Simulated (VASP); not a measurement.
# MnCuSe2 (R-3m) in VASP: single point with PBE

Aim: the single point of MnCuSe2 with PBE.

Program: VASP 6.6.1. These are calculated values, not measurements. Logs are shortened: lines on timing, memory, paths and dates and some standing lists are left out, and cuts for length are marked.

## (1) The cell of the first run

The structure is trigonal, space group R-3m (No. 166). Conventional cell: a = 3.792 Å, b = 3.792 Å, c = 20.652 Å, α = 90.00°, β = 90.00°, γ = 120.00°. Within 4.1 Å of Cu (site symmetry -3m) lie 6 Se at 3.01 Å and 6 Cu at 3.79 Å and 6 Mn at 4.08 Å. Mn (site symmetry -3m) has 6 Se at 2.59 Å within 3.4 Å. Se (site symmetry 3m) has 3 Mn at 2.59 Å and 3 Cu at 3.01 Å and 3 Se at 3.52 Å within 3.6 Å.

## (2) Single point, PBE, collinear spin, ferromagnetic start

INCAR

```
SYSTEM = MnCuSe2
ALGO = Normal ; EDIFF = 1E-6
ENCUT = 520 ; GGA = PE
ISIF = 2 ; ISMEAR = -1
ISPIN = 2 ; LASPH = .TRUE.
LCHARG = .FALSE. ; LMAXMIX = 4
LORBIT = 11 ; LREAL = .FALSE.
LWAVE = .FALSE. ; MAGMOM = 2.1 5.5 0 0
NBANDS = 30 ; NELM = 150
PREC = Accurate ; SIGMA = 0.05
```

KPOINTS

```
k-points
0
G
  8 8 8
  0 0 0
```

POSCAR

```
MnCuSe2
1.0
    1.8961930900      1.0947675900      6.8839045000
   -1.8961930900      1.0947675900      6.8839045000
    0.0000000000     -2.1895351800      6.8839045000
Cu Mn Se
1 1 2
Direct
    0.5000000000      0.5000000000      0.5000000000
    0.0000000000      0.0000000000      0.0000000000
    0.2667000000      0.2667000000      0.2667000000
    0.7333000000      0.7333000000      0.7333000000
```

Potentials or basis: VASP PAW PBE potentials, release 64 (Cu, Mn_pv, Se).

Command:

```console
$ cat potpaw_PBE.64/Cu/POTCAR potpaw_PBE.64/Mn_pv/POTCAR potpaw_PBE.64/Se/POTCAR > POTCAR
$ mpirun -np 1 vasp_std > vasp.out
```

OUTCAR:

```text
SYSTEM = MnCuSe2
   EDIFF = 1E-6
   ENCUT = 520
   GGA = PE
   ISIF = 2
   ISMEAR = -1
   ISPIN = 2
   LASPH = .TRUE.
   LORBIT = 11
   LREAL = .FALSE.
   NELM = 150
   PREC = Accurate

 ion  position               nearest neighbor table
   1  0.500  0.500  0.500-
   2  0.000  0.000  0.000-   4 2.59   3 2.59   4 2.59   4 2.59   3 2.59   3 2.59
   3  0.267  0.267  0.267-   2 2.59   2 2.59   2 2.59
   4  0.733  0.733  0.733-   2 2.59   2 2.59   2 2.59

  LATTYP: Found a trigonal (rhomboedric) cell.
 ALAT       =     7.2237251800
 COS(alpha) =     0.8621925541

  Lattice vectors:

 A1 = (   1.8961930900,   1.0947675900,   6.8839045000)
 A2 = (  -1.8961930900,   1.0947675900,   6.8839045000)
 A3 = (   0.0000000000,  -2.1895351800,   6.8839045000)

Analysis of symmetry for initial positions (statically):
=====================================================================
 Subroutine PRICEL returns:
 Original cell was already a primitive cell.

 Routine SETGRP: Setting up the symmetry group for a
 trigonal (rhombohedral) supercell.

 Subroutine GETGRP returns: Found 12 space group operations
 (whereof 12 operations were pure point group operations)
 out of a pool of 12 trial point group operations.

The static configuration has the point symmetry D_3d.

Analysis of symmetry for dynamics (positions and initial velocities):
=====================================================================
 Subroutine PRICEL returns:
 Original cell was already a primitive cell.

 Routine SETGRP: Setting up the symmetry group for a
 trigonal (rhombohedral) supercell.

 Subroutine GETGRP returns: Found 12 space group operations
 (whereof 12 operations were pure point group operations)
 out of a pool of 12 trial point group operations.

The dynamic configuration has the point symmetry D_3d.

Analysis of structural, dynamic, and magnetic symmetry:
=====================================================================
 Subroutine PRICEL returns:
 Original cell was already a primitive cell.

 Routine SETGRP: Setting up the symmetry group for a
 trigonal (rhombohedral) supercell.

 Subroutine GETGRP returns: Found 12 space group operations
 (whereof 12 operations were pure point group operations)
 out of a pool of 12 trial point group operations.

The overall configuration has the point symmetry D_3d.

 Subroutine INISYM returns: Found 12 space group operations
 (whereof 12 operations are pure point group operations),
 and found     1 'primitive' translations

----------------------------------------------------------------------------------------

                                     Primitive cell

  volume of cell :      85.7414

  direct lattice vectors                    reciprocal lattice vectors
     1.896193090  1.094767590  6.883904500     0.263686226  0.152239314  0.048422132
    -1.896193090  1.094767590  6.883904500    -0.263686226  0.152239314  0.048422132
     0.000000000 -2.189535180  6.883904500     0.000000000 -0.304478628  0.048422132

  length of vectors
     7.223725180  7.223725180  7.223725180     0.308304942  0.308304942  0.308304942

  position of ions in fractional coordinates (direct lattice)
     0.500000000  0.500000000  0.500000000
     0.000000000  0.000000000  0.000000000
     0.266700000  0.266700000  0.266700000
     0.733300000  0.733300000  0.733300000

  ion indices of the primitive-cell ions
   primitive index   ion index
                 1           1
                 2           2
                 3           3
                 4           4

----------------------------------------------------------------------------------------

 KPOINTS: k-points

Automatic generation of k-mesh.
 Grid dimensions read from file:
 generate k-points for:    8    8    8

 Generating k-lattice:

  Cartesian coordinates                     Fractional coordinates (reciprocal lattice)
     0.032960778  0.019029914  0.006052767     0.125000000  0.000000000 -0.000000000
    -0.032960778  0.019029914  0.006052767     0.000000000  0.125000000 -0.000000000
     0.000000000 -0.038059828  0.006052767    -0.000000000 -0.000000000  0.125000000

  Length of vectors
     0.038538118  0.038538118  0.038538118

  Shift w.r.t. Gamma in fractional coordinates (k-lattice)
     0.000000000  0.000000000  0.000000000

 Subroutine IBZKPT returns following result:
 ===========================================

 Found     65 irreducible k-points:

 Following reciprocal coordinates:
            Coordinates               Weight
  0.000000  0.000000  0.000000      1.000000
  0.125000  0.000000  0.000000      6.000000
  0.250000  0.000000  0.000000      6.000000
  0.375000  0.000000  0.000000      6.000000
  0.500000  0.000000  0.000000      3.000000
  0.125000  0.125000  0.000000      6.000000
[... 16 lines left out ...]
  0.250000  0.125000  0.125000      6.000000
  0.375000  0.125000  0.125000      6.000000
 [... further k-points ...]
   k-points           NKPTS =     65   k-points in BZ     NKDIM =     65   number of bands    NBANDS=     30
   number of dos      NEDOS =    301   number of ions     NIONS =      4
   total plane-waves  NPLWV = 157464
   dimension x,y,z NGX =    54 NGY =   54 NGZ =   54
   dimension x,y,z NGXF=   108 NGYF=  108 NGZF=  108
   ions per type =               1   1   2
   NGX,Y,Z   is equivalent  to a cutoff of  12.43, 12.43, 12.43 a.u.
   NGXF,Y,Z  is equivalent  to a cutoff of  24.85, 24.85, 24.85 a.u.
 SYSTEM =  MnCuSe2
   PREC   = accura    normal or accurate (medium, high low for compatibility)
   ISTART =      0    job   : 0-new  1-cont  2-samecut
   ICHARG =      2    charge: 1-file 2-atom 10-const
   ISPIN  =      2    spin polarized calculation?
   LNONCOLLINEAR =      F non collinear calculations
   LSORBIT =      F    spin-orbit coupling
   LASPH  =      T    aspherical Exc in radial PAW
   ENCUT  =  520.0 eV  38.22 Ry    6.18 a.u.  13.43 13.43 13.43*2*pi/ulx,y,z
   NELM   =    150;   NELMIN=  2; NELMDL= -5     # of ELM steps
   EDIFF  = 0.1E-05   stopping-criterion for ELM
   LREAL  =      F    real-space projection
   EDIFFG = 0.1E-04   stopping-criterion for IOM
   NSW    =      0    number of steps for IOM
   IBRION =     -1    ionic relax: 0-MD 1-quasi-New 2-CG
   NFREE  =      0    steps in history (QN), initial steepest desc. (CG)
   ISIF   =      2    stress and relaxation
   ISYM   =      2    0-nonsym 1-usesym 2-fastsym
   POTIM  = 0.5000    time-step for ionic-motion
   TEBEG  =    0.0;   TEEND  =   0.0 temperature during run
   PSTRESS=    0.0 pullay stress
   NELECT =      36.0000    total number of electrons
   NUPDOWN=      -1.0000    fix difference up-down
   EMIN   =  10.00;   EMAX   =-10.00  energy-range for DOS
   EFERMI =   0.00;   METHOD = LEGACY
   ISMEAR =    -1;   SIGMA  =   0.05  broadening in eV -4-tet -1-fermi 0-gaus
   EFERMI_NEDOS =   21; number of points for ismear=-14 and -15
   IALGO  =     38    algorithm
   IMIX   =      4    mixing-type and parameters
     AMIX     =   0.40;   BMIX     =  1.00
     AMIX_MAG =   1.60;   BMIX_MAG =  1.00
  volume/ion in A,a.u.               =      21.44       144.65
  Fermi-wavevector in a.u.,A,eV,Ry     =   1.225873  2.316564 20.446353  1.502765
  Thomas-Fermi vector in A             =   2.360895
   LORBIT       =     11    0 simple, 1 ext, 2 COOP (PROOUT), +10 PAW based schemes
   GGA     = PE    functional components
   LHFCALC =     F    Hartree Fock is set to
   AEXX    =    0.0000 exact exchange contribution
   IVDW    =     0    specifies the selected vdW correction
   LEPSILON=     F    determine dielectric tensor
   LRPA    =     F    only Hartree local field effects (RPA)
 spin polarized calculation
  energy-cutoff  :      520.00
  volume of cell :       85.74
 maximum number of plane-waves:      2326
 NGX is ok and might be reduce to    54
   NGX = 27   NGY = 27   NGZ = 27

 number of electron      35.9999994 magnetization       3.9992311

 Free energy of the ion-electron system (eV)
  ---------------------------------------------------
  ext. energy  EPLUGINS =         0.00000000
  ---------------------------------------------------
  free energy    TOTEN  =       -19.95366778 eV

  energy without entropy =      -19.94081034  energy(sigma->0) =      -19.94723906

 E-fermi :   4.1155     XC(G=0):  -9.8949

 val. band max:        4.1110500644   @ k =   0.5000   0.3750   0.3750
 cond. band min:       4.1360725223   @ k =   0.5000   0.3750  -0.0000
 fundamental gap:      0.0250224579
 Fermi energy:         4.1154825869

 spin component 1

 k-point     1 :       0.0000    0.0000    0.0000
  band No.  band energies     occupation
      1     -46.4961      1.00000
      2     -46.4912      1.00000
      3     -46.4912      1.00000
      4      -9.9348      1.00000
      5      -8.6916      1.00000
      6      -1.8140      1.00000
[... 781 lines left out ...]
     29      13.0686      0.00000
     30      13.1036      0.00000

 [... further k-points ...]

 spin component 2

 k-point     1 :       0.0000    0.0000    0.0000
  band No.  band energies     occupation
      1     -42.4537      1.00000
      2     -42.4537      1.00000
      3     -42.4253      1.00000
      4      -9.9036      1.00000
      5      -8.7304      1.00000
      6      -1.4609      1.00000
[... 781 lines left out ...]
     29      13.3985      0.00000
     30      13.5079      0.00000

 [... further k-points ...]

------------------------ aborting loop because EDIFF is reached ----------------------------------------

  FORCE on cell =-STRESS in cart. coord.  units (eV):
  Direction    XX          YY          ZZ          XY          YZ          ZX
  --------------------------------------------------------------------------------------
  -------------------------------------------------------------------------------------
  Total       -2.3395731     -2.3395731     -3.3893344      0.0000000     -0.0000000      0.0000000
  in kB      -43.7176317    -43.7176316    -63.3336358      0.0000000     -0.0000000      0.0000000
  external PRESSURE =     -50.2562997 kB  Pullay stress =       0.0000000 kB

 VOLUME and BASIS-vectors are now :
 -----------------------------------------------------------------------------
  energy-cutoff  :      520.00
  volume of cell :       85.74
      direct lattice vectors                 reciprocal lattice vectors
     1.896193090  1.094767590  6.883904500     0.263686226  0.152239314  0.048422132
    -1.896193090  1.094767590  6.883904500    -0.263686226  0.152239314  0.048422132
     0.000000000 -2.189535180  6.883904500     0.000000000 -0.304478628  0.048422132

 POSITION                                       TOTAL-FORCE (eV/Angst)
 -----------------------------------------------------------------------------------
      0.00000      0.00000     10.32586        -0.000000      0.000000      0.000000
      0.00000      0.00000      0.00000         0.000000     -0.000000      0.000000
      0.00000      0.00000      5.50781         0.000000     -0.000000     -1.091590
      0.00000      0.00000     15.14390         0.000000     -0.000000      1.091590
 -----------------------------------------------------------------------------------
    total drift:                                0.000000      0.000000      0.000000

  FREE ENERGIE OF THE ION-ELECTRON SYSTEM (eV)
  ---------------------------------------------------
  free  energy   TOTEN  =       -19.9536677824 eV

  energy  without entropy=      -19.9408103374  energy(sigma->0) =      -19.94723906

 total charge

# of ion       s       p       d       tot
------------------------------------------
    1        0.240   0.099   9.335   9.674
    2        0.264   6.225   4.914  11.403
    3        1.466   2.304   0.032   3.802
    4        1.466   2.304   0.032   3.802
--------------------------------------------------
tot          3.436  10.932  14.313  28.681

 magnetization (x)

# of ion       s       p       d       tot
------------------------------------------
    1        0.052   0.011  -0.072  -0.010
    2        0.040   0.040   3.716   3.796
    3        0.011  -0.074   0.009  -0.054
    4        0.011  -0.074   0.009  -0.054
--------------------------------------------------
tot          0.114  -0.097   3.662   3.679
```

Wall time 13 min (1 thread of Intel Xeon Platinum 8488C (Sapphire Rapids), shared host); peak memory 0.69 GiB.

Results:

```yaml
Free_energy: -19.9537 eV
Pressure: -5.0 GPa
Largest_force: 1.092 eV/Å
Band_gap_on_the_k_mesh: zero (filled and empty bands overlap)
Net_moment: 4.00 μB per cell
Site_moments: Cu -0.01; Mn +3.80; Se -0.05 μB
Valence_electrons_inside_the_program's_atomic_spheres: Cu 9.67; Mn 11.40; Se 3.80
```

Forces in eV/Å, atoms in the order of the input:
```
Cu   0.000  0.000  0.000
Mn   0.000  0.000  0.000
Se   0.000  0.000 -1.092
Se   0.000  0.000  1.092
```

Caveat: the cell stands under tension; semilocal functionals often make such compounds metallic where correlation or magnetic order opens a gap, which also shifts bond lengths; only a ferromagnetic start was run, and an antiferromagnetic order may lie lower in energy; forces of over 1 eV/Å act on the atoms, so gaps and moduli don't describe the material at rest.
